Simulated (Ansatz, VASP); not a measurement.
**One calculation of C, two programs**

```
CELL_PARAMETERS angstrom
2.46565 0.00000 0.00000
-1.23283 2.13532 0.00000
0.00000 0.00000 17.50007
ATOMIC_POSITIONS crystal
C 0.66667 0.33333 0.25714
C 0.33333 0.66667 0.25714
C 0.83333 0.33333 0.45772
C 0.16667 0.00000 0.45771
```

Alike in both runs: task single point; functional PBE; dispersion D3(BJ); k mesh 15 × 15 × 1; occupations gaussian, width 0.1 eV; no spin polarisation.

```csv
,VASP,Ansatz
version,VASP 6.6.1,Ansatz 0.2.0
potentials or method,"VASP PAW PBE potentials, release 64 (C), cutoff 520 eV","scalar-relativistic, plane waves, PAW"
valence electrons in the cell,16,16
```

```csv
,VASP,Ansatz,Ansatz less VASP
gap on the k mesh at the Fermi level (eV),0.17,0.17,0.000
least direct gap on the mesh (eV),0.17,0.17,0.000
rms of the force components (eV/Å),0.007,0.007,-0.0001
```

Atom by atom the forces differ by 0.000 eV/Å (rms over components).
